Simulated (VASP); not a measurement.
# B3As4 (P-43m) in VASP: further runs

The runs below take B3As4 through single point, relaxation of cell and atoms, with PBE.

Program: VASP 6.6.1. These are calculated values, not measurements. Logs are shortened: lines on timing, memory, paths and dates and some standing lists are left out, and cuts for length are marked.

### Step 1. The cell of the first run

The structure is cubic, space group P-43m (No. 215). Conventional cell: a = 4.769 Å, b = 4.769 Å, c = 4.769 Å, α = 90.00°, β = 90.00°, γ = 90.00°. Within 2.7 Å of B (site symmetry -42m) lie 4 As at 2.07 Å. Within 2.7 Å of As (site symmetry 3m) lie 3 B at 2.07 Å.

### Step 2. Single point, PBE

Input file INCAR:

```
  ALGO = Normal
  EDIFF = 1E-7
  ENCUT = 520
  GGA = PE
  ISIF = 2
  ISMEAR = 0
  LASPH = T
  LCHARG = T
  LELF = T
  LREAL = F
  LVHAR = T
  LWAVE = F
  NBANDS = 24
  NELM = 60
  PREC = Accurate
  SIGMA = 0.1
```

Input file KPOINTS:

```
k-points
0
Gamma
  6 6 6
```

Input file POSCAR:

```
B3As4
1.0
    4.7690676896      0.0000000000      0.0000000000
    0.0000000000      4.7690676896      0.0000000000
    0.0000000000      0.0000000000      4.7690676896
B As
3 4
Direct
    0.5000000000      0.0000000000      0.5000000000
    0.0000000000      0.5000000000      0.5000000000
    0.5000000000      0.5000000000      0.0000000000
    0.7523862816      0.7523862816      0.2476137184
    0.2476137184      0.2476137184      0.2476137184
    0.7523862816      0.2476137184      0.7523862816
    0.2476137184      0.7523862816      0.7523862816
```

Potentials or basis: VASP PAW PBE potentials, release 64 (B, As).

On the command line:

```bash
cat potpaw_PBE.64/B/POTCAR potpaw_PBE.64/As/POTCAR > POTCAR
mpirun -np 1 vasp_std > vasp.out
```

OUTCAR:

```text
EDIFF = 1E-7
   ENCUT = 520
   GGA = PE
   ISIF = 2
   ISMEAR = 0
   LASPH = T
   LREAL = F
   NELM = 60
   PREC = Accurate

 ion  position               nearest neighbor table
   1  0.500  0.000  0.500-   4 2.07   5 2.07   6 2.07   7 2.07
   2  0.000  0.500  0.500-   4 2.07   5 2.07   6 2.07   7 2.07
   3  0.500  0.500  0.000-   4 2.07   5 2.07   6 2.07   7 2.07
   4  0.752  0.752  0.248-   1 2.07   2 2.07   3 2.07
   5  0.248  0.248  0.248-   1 2.07   2 2.07   3 2.07
   6  0.752  0.248  0.752-   1 2.07   2 2.07   3 2.07
   7  0.248  0.752  0.752-   1 2.07   2 2.07   3 2.07

  LATTYP: Found a simple cubic cell.
 ALAT       =     4.7690676896

  Lattice vectors:

 A1 = (   4.7690676896,   0.0000000000,   0.0000000000)
 A2 = (   0.0000000000,   4.7690676896,   0.0000000000)
 A3 = (   0.0000000000,   0.0000000000,   4.7690676896)

Analysis of symmetry for initial positions (statically):
=====================================================================
 Subroutine PRICEL returns:
 Original cell was already a primitive cell.

 Routine SETGRP: Setting up the symmetry group for a
 simple cubic supercell.

 Subroutine GETGRP returns: Found 24 space group operations
 (whereof 24 operations were pure point group operations)
 out of a pool of 48 trial point group operations.

The static configuration has the point symmetry T_d .

Analysis of symmetry for dynamics (positions and initial velocities):
=====================================================================
 Subroutine PRICEL returns:
 Original cell was already a primitive cell.

 Routine SETGRP: Setting up the symmetry group for a
 simple cubic supercell.

 Subroutine GETGRP returns: Found 24 space group operations
 (whereof 24 operations were pure point group operations)
 out of a pool of 48 trial point group operations.

The dynamic configuration has the point symmetry T_d .

 Subroutine INISYM returns: Found 24 space group operations
 (whereof 24 operations are pure point group operations),
 and found     1 'primitive' translations

----------------------------------------------------------------------------------------

                                     Primitive cell

  volume of cell :     108.4677

  direct lattice vectors                    reciprocal lattice vectors
     4.769067690  0.000000000  0.000000000     0.209684589  0.000000000  0.000000000
     0.000000000  4.769067690  0.000000000     0.000000000  0.209684589  0.000000000
     0.000000000  0.000000000  4.769067690     0.000000000  0.000000000  0.209684589

  length of vectors
     4.769067690  4.769067690  4.769067690     0.209684589  0.209684589  0.209684589

  position of ions in fractional coordinates (direct lattice)
     0.500000000  0.000000000  0.500000000
     0.000000000  0.500000000  0.500000000
     0.500000000  0.500000000  0.000000000
     0.752386282  0.752386282  0.247613718
     0.247613718  0.247613718  0.247613718
     0.752386282  0.247613718  0.752386282
     0.247613718  0.752386282  0.752386282

  ion indices of the primitive-cell ions
   primitive index   ion index
                 1           1
                 2           2
                 3           3
                 4           4
                 5           5
                 6           6
                 7           7

----------------------------------------------------------------------------------------

 KPOINTS: k-points

Automatic generation of k-mesh.
 Grid dimensions read from file:
 generate k-points for:    6    6    6

 Generating k-lattice:

  Cartesian coordinates                     Fractional coordinates (reciprocal lattice)
     0.034947432  0.000000000  0.000000000     0.166666667  0.000000000  0.000000000
     0.000000000  0.034947432  0.000000000     0.000000000  0.166666667  0.000000000
     0.000000000  0.000000000  0.034947432     0.000000000  0.000000000  0.166666667

  Length of vectors
     0.034947432  0.034947432  0.034947432

  Shift w.r.t. Gamma in fractional coordinates (k-lattice)
     0.000000000  0.000000000  0.000000000

 Subroutine IBZKPT returns following result:
 ===========================================

 Found     20 irreducible k-points:

 Following reciprocal coordinates:
            Coordinates               Weight
  0.000000  0.000000  0.000000      1.000000
  0.166667  0.000000  0.000000      6.000000
  0.333333  0.000000  0.000000      6.000000
  0.500000  0.000000  0.000000      3.000000
  0.166667  0.166667  0.000000     12.000000
  0.333333  0.166667  0.000000     24.000000
[... 12 lines left out ...]
  0.500000  0.500000  0.333333      6.000000
  0.500000  0.500000  0.500000      1.000000
   k-points           NKPTS =     20   k-points in BZ     NKDIM =     20   number of bands    NBANDS=     24
   number of dos      NEDOS =    301   number of ions     NIONS =      7
   total plane-waves  NPLWV =  46656
   dimension x,y,z NGX =    36 NGY =   36 NGZ =   36
   dimension x,y,z NGXF=    72 NGYF=   72 NGZF=   72
   ions per type =               3   4
   NGX,Y,Z   is equivalent  to a cutoff of  12.55, 12.55, 12.55 a.u.
   NGXF,Y,Z  is equivalent  to a cutoff of  25.10, 25.10, 25.10 a.u.
 SYSTEM =  unknown system
   PREC   = accura    normal or accurate (medium, high low for compatibility)
   ISTART =      0    job   : 0-new  1-cont  2-samecut
   ICHARG =      2    charge: 1-file 2-atom 10-const
   ISPIN  =      1    spin polarized calculation?
   LNONCOLLINEAR =      F non collinear calculations
   LSORBIT =      F    spin-orbit coupling
   LASPH  =      T    aspherical Exc in radial PAW
   ENCUT  =  520.0 eV  38.22 Ry    6.18 a.u.   8.87  8.87  8.87*2*pi/ulx,y,z
   NELM   =     60;   NELMIN=  2; NELMDL= -5     # of ELM steps
   EDIFF  = 0.1E-06   stopping-criterion for ELM
   LREAL  =      F    real-space projection
   EDIFFG = 0.1E-05   stopping-criterion for IOM
   NSW    =      0    number of steps for IOM
   IBRION =     -1    ionic relax: 0-MD 1-quasi-New 2-CG
   NFREE  =      0    steps in history (QN), initial steepest desc. (CG)
   ISIF   =      2    stress and relaxation
   ISYM   =      2    0-nonsym 1-usesym 2-fastsym
   POTIM  = 0.5000    time-step for ionic-motion
   TEBEG  =    0.0;   TEEND  =   0.0 temperature during run
   PSTRESS=    0.0 pullay stress
   NELECT =      29.0000    total number of electrons
   NUPDOWN=      -1.0000    fix difference up-down
   EMIN   =  10.00;   EMAX   =-10.00  energy-range for DOS
   EFERMI =   0.00;   METHOD = LEGACY
   ISMEAR =     0;   SIGMA  =   0.10  broadening in eV -4-tet -1-fermi 0-gaus
   EFERMI_NEDOS =   21; number of points for ismear=-14 and -15
   IALGO  =     38    algorithm
   IMIX   =      4    mixing-type and parameters
     AMIX     =   0.40;   BMIX     =  1.00
     AMIX_MAG =   1.60;   BMIX_MAG =  1.00
  volume/ion in A,a.u.               =      15.50       104.57
  Fermi-wavevector in a.u.,A,eV,Ry     =   1.054648  1.992995 15.133508  1.112281
  Thomas-Fermi vector in A             =   2.189816
   LORBIT       =      0    0 simple, 1 ext, 2 COOP (PROOUT), +10 PAW based schemes
   GGA     = PE    functional components
   LHFCALC =     F    Hartree Fock is set to
   AEXX    =    0.0000 exact exchange contribution
   IVDW    =     0    specifies the selected vdW correction
   LEPSILON=     F    determine dielectric tensor
   LRPA    =     F    only Hartree local field effects (RPA)
 non-spin polarized calculation
 Gauss-broadening in eV      SIGMA  =   0.10
  energy-cutoff  :      520.00
  volume of cell :      108.47
 maximum number of plane-waves:      2968
 NGX is ok and might be reduce to    36
   NGX = 17   NGY = 17   NGZ = 17

 number of electron      28.9999999 magnetization

 Free energy of the ion-electron system (eV)
  ---------------------------------------------------
  ext. energy  EPLUGINS =         0.00000000
  ---------------------------------------------------
  free energy    TOTEN  =       -37.22399141 eV

  energy without entropy =      -37.21226297  energy(sigma->0) =      -37.21812719

 E-fermi :   5.3620     XC(G=0): -10.2977

 val. band max:        5.2553868372   @ k =   0.3333   0.3333   0.1667
 cond. band min:       5.3772550333   @ k =   0.3333   0.0000   0.0000
 fundamental gap:      0.1218681961
 Fermi energy:         5.3620243179

 k-point     1 :       0.0000    0.0000    0.0000
  band No.  band energies     occupation
      1      -9.5345      2.00000
      2      -5.4151      2.00000
      3      -5.4151      2.00000
      4      -5.4151      2.00000
      5      -3.1080      2.00000
      6      -3.1080      2.00000
[... 16 lines left out ...]
     23      10.1075      0.00000
     24      10.1075      0.00000

 k-point     2 :       0.1667    0.0000    0.0000
  band No.  band energies     occupation
      1      -9.3873      2.00000
      2      -6.0905      2.00000
      3      -5.3805      2.00000
      4      -5.3805      2.00000
      5      -3.0172      2.00000
      6      -2.4186      2.00000
[... 16 lines left out ...]
     23       9.9598      0.00000
     24      10.8605      0.00000

 k-point     3 :       0.3333    0.0000    0.0000
  band No.  band energies     occupation
      1      -8.9582      2.00000
      2      -7.1683      2.00000
      3      -5.3081      2.00000
      4      -5.3081      2.00000
      5      -2.8031      2.00000
      6      -1.3594      2.00000
[... 16 lines left out ...]
     23      10.5464      0.00000
     24      12.2863      0.00000
[... 406 lines left out ...]
 k-point    19 :       0.5000    0.5000    0.3333
  band No.  band energies     occupation
      1      -7.0274      2.00000
      2      -6.9794      2.00000
      3      -6.9794      2.00000
      4      -6.1957      2.00000
      5      -2.6580      2.00000
      6      -2.6494      2.00000
[... 16 lines left out ...]
     23      10.6558      0.00000
     24      10.9289      0.00000

 k-point    20 :       0.5000    0.5000    0.5000
  band No.  band energies     occupation
      1      -6.8882      2.00000
      2      -6.8882      2.00000
      3      -6.8882      2.00000
      4      -6.1997      2.00000
      5      -2.9975      2.00000
      6      -2.9975      2.00000
[... 16 lines left out ...]
     23      10.6988      0.00000
     24      10.6988      0.00000

------------------------ aborting loop because EDIFF is reached ----------------------------------------

  FORCE on cell =-STRESS in cart. coord.  units (eV):
  Direction    XX          YY          ZZ          XY          YZ          ZX
  --------------------------------------------------------------------------------------
  -------------------------------------------------------------------------------------
  Total        0.3043863      0.3043863      0.3043863      0.0000000      0.0000000     -0.0000000
  in kB        4.4960923      4.4960923      4.4960923      0.0000000      0.0000000     -0.0000000
  external PRESSURE =       4.4960923 kB  Pullay stress =       0.0000000 kB

 VOLUME and BASIS-vectors are now :
 -----------------------------------------------------------------------------
  energy-cutoff  :      520.00
  volume of cell :      108.47
      direct lattice vectors                 reciprocal lattice vectors
     4.769067690  0.000000000  0.000000000     0.209684589  0.000000000  0.000000000
     0.000000000  4.769067690  0.000000000     0.000000000  0.209684589  0.000000000
     0.000000000  0.000000000  4.769067690     0.000000000  0.000000000  0.209684589

 POSITION                                       TOTAL-FORCE (eV/Angst)
 -----------------------------------------------------------------------------------
      2.38453      0.00000      2.38453         0.000000     -0.000000     -0.000000
      0.00000      2.38453      2.38453         0.000000     -0.000000     -0.000000
      2.38453      2.38453      0.00000         0.000000     -0.000000      0.000000
      3.58818      3.58818      1.18089         0.027157      0.027157     -0.027157
      1.18089      1.18089      1.18089        -0.027157     -0.027157     -0.027157
      3.58818      1.18089      3.58818         0.027157     -0.027157      0.027157
      1.18089      3.58818      3.58818        -0.027157      0.027157      0.027157
 -----------------------------------------------------------------------------------
    total drift:                               -0.000000     -0.000000      0.000000

  FREE ENERGIE OF THE ION-ELECTRON SYSTEM (eV)
  ---------------------------------------------------
  free  energy   TOTEN  =       -37.2239914083 eV

  energy  without entropy=      -37.2122629715  energy(sigma->0) =      -37.21812719
```

It took 41 s on 1 thread of Intel Xeon Platinum 8259CL at 2.50GHz (Skylake/Cascade Lake), shared host; peak memory 0.21 GiB.

What came out:

| Quantity | Value |
| --- | --- |
| Free energy | -37.2240 eV |
| Pressure | 0.4 GPa |
| Largest force | 0.047 eV/Å |

Forces in eV/Å, atoms in the order of the input:
```
B    0.000  0.000  0.000
B    0.000  0.000  0.000
B    0.000  0.000  0.000
As   0.027  0.027 -0.027
As  -0.027 -0.027 -0.027
As   0.027 -0.027  0.027
As  -0.027  0.027  0.027
```

Levels at points of the mesh, in eV from the Fermi level:
| k point | band 10 | band 11 | band 12 | band 13 | band 14 | band 15 | band 16 | band 17 | band 18 | band 19 |
| --- | --- | --- | --- | --- | --- | --- | --- | --- | --- | --- |
| (0.00, 0.00, 0.00) | -4.02 | -2.62 | -2.62 | -2.62 | 1.24 | 1.24 | 1.24 | 1.74 | 1.74 | 2.35 |
| (0.50, 0.00, 0.00) | -4.63 | -2.60 | -2.57 | -2.57 | -2.15 | -0.39 | -0.39 | 2.13 | 2.62 | 4.92 |
| (0.50, 0.50, 0.00) | -4.51 | -3.40 | -2.92 | -1.88 | -1.87 | 0.39 | 0.39 | 3.66 | 3.66 | 4.73 |
| (0.50, 0.50, 0.50) | -1.78 | -1.78 | -1.69 | -1.69 | 0.96 | 0.96 | 0.96 | 2.96 | 2.96 | 2.96 |

### Step 3. Relaxation of cell and atoms, PBE

Input file INCAR:

```
SYSTEM = B3As4
ALGO = Normal ; EDIFF = 1E-6
EDIFFG = -0.001 ; ENCUT = 600
GGA = PE ; IBRION = 2
ISIF = 3 ; ISMEAR = 0
LASPH = .TRUE. ; LCHARG = .FALSE.
LREAL = .FALSE. ; LWAVE = .FALSE.
NELM = 60 ; NSW = 80
PREC = Accurate ; SIGMA = 0.1
```

Input file KPOINTS:

```
k-points
0
G
  6 6 6
  0 0 0
```

Input file POSCAR:

```
B3As4
1.0
    4.7689594832      0.0000000000      0.0000000000
    0.0000000000      4.7689594832      0.0000000000
    0.0000000000      0.0000000000      4.7689594832
B As
3 4
Direct
    0.5000000000      0.0000000000      0.5000000000
    0.0000000000      0.5000000000      0.5000000000
    0.5000000000      0.5000000000      0.0000000000
    0.7524300653      0.7524300653      0.2475699347
    0.2475699347      0.2475699347      0.2475699347
    0.7524300653      0.2475699347      0.7524300653
    0.2475699347      0.7524300653      0.7524300653
```

Potentials or basis: VASP PAW PBE potentials, release 64 (B, As).

On the command line:

```bash
cat potpaw_PBE.64/B/POTCAR potpaw_PBE.64/As/POTCAR > POTCAR
mpirun -np 1 vasp_std > vasp.out
```

Run time: 4.3 min. Hardware: 1 thread of AMD EPYC 7R13, shared host; peak memory 0.24 GiB.

It converged, with:

| Property | Result |
| --- | --- |
| Free energy | -37.2273 eV |
| Relaxed volume | 15.55 Å³/atom |
| Relaxed cell | a = 4.775 Å, b = 4.775 Å, c = 4.775 Å, α = 90.00°, β = 90.00°, γ = 90.00° |
| Space group after relaxing (to 0.05 Å) | P-43m (No. 215) |
| Energy gained by relaxing | 0.1 meV/atom |
| Ionic steps | 9 |
| Pressure after relaxing | 0.0 GPa |

The path:
| step | energy change (eV) | largest force (eV/Å) | pressure (GPa) | volume (Å³) |
| --- | --- | --- | --- | --- |
| 1 | 0.0000 | 0.0421 | 0.44 | 108.46 |
| 2 | -0.0004 | 0.0206 | -0.29 | 109.12 |
| 3 | -0.0006 | 0.0046 | 0.00 | 108.86 |
| 4 | -0.0006 | 0.0039 | 0.00 | 108.86 |
| 5 | -0.0006 | 0.0031 | -0.01 | 108.87 |
| 6 | -0.0006 | 0.0015 | -0.02 | 108.86 |
| 7 | -0.0006 | 0.0034 | -0.01 | 108.84 |
| 8 | -0.0006 | 0.0017 | 0.00 | 108.85 |
| 9 | -0.0006 | 0.0001 | 0.00 | 108.85 |

Final structure:
```yaml
crystal:
  lattice:
    - [4.77472, 0.00000, 0.00000]
    - [0.00000, 4.77472, 0.00000]
    - [0.00000, 0.00000, 4.77472]
  atoms:
    - { symbol: B, position: [0.50000, 0.00000, 0.50000] }
    - { symbol: B, position: [0.00000, 0.50000, 0.50000] }
    - { symbol: B, position: [0.50000, 0.50000, 0.00000] }
    - { symbol: As, position: [0.75262, 0.75262, 0.24738] }
    - { symbol: As, position: [0.24738, 0.24738, 0.24738] }
    - { symbol: As, position: [0.75262, 0.24738, 0.75262] }
    - { symbol: As, position: [0.24738, 0.75262, 0.75262] }
```

Levels at points of the mesh, in eV from the Fermi level:
| k point | band 12 | band 13 | band 14 | band 15 | band 16 | band 17 |
| --- | --- | --- | --- | --- | --- | --- |
| (0.00, 0.00, 0.00) | -2.60 | -2.60 | 1.23 | 1.23 | 1.23 | 1.75 |
| (0.50, 0.00, 0.00) | -2.55 | -2.55 | -2.14 | -0.39 | -0.39 | 2.14 |
| (0.50, 0.50, 0.00) | -2.92 | -1.86 | -1.84 | 0.39 | 0.39 | 3.66 |
| (0.50, 0.50, 0.50) | -1.67 | -1.67 | 0.95 | 0.95 | 0.95 | 2.95 |
